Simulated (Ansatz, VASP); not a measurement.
# Ir: VASP beside Ansatz

```
Ir
1.0
     4.59942    0.00000    0.00000
     0.00000    2.56890    0.00000
     0.00000    0.00000    2.60896
Ir
2
Direct
  0.25000 0.00000 0.24999
  0.75000 0.00000 0.75001
```

Alike in both runs: functional PBEsol; k mesh 3 × 15 × 5; occupations fermi-dirac, width 0.15 eV; no spin polarisation.

Ansatz relaxed the structure, and its values are those at the end. VASP's run is a single point on that final structure, the one shown.

```csv
,VASP,Ansatz
version,VASP 6.6.1,Ansatz 0.2.0
potentials or method,"VASP PAW PBE potentials, release 64 (Ir), cutoff 520 eV","plane waves, PAW"
valence electrons in the cell,18,34
```

|  | VASP | Ansatz | Ansatz less VASP |
| --- | --- | --- | --- |
| pressure (GPa) | 0.6 | 0.0 | -0.62 |

VASP's potentials were made for PBE, not for PBEsol. VASP's potentials hold 18 valence electrons a cell and Ansatz's 34, so a difference there can come from the potentials and not from the codes.

The k mesh is coarse, so the values compare programs but aren't converged. Spin-orbit coupling is off throughout.
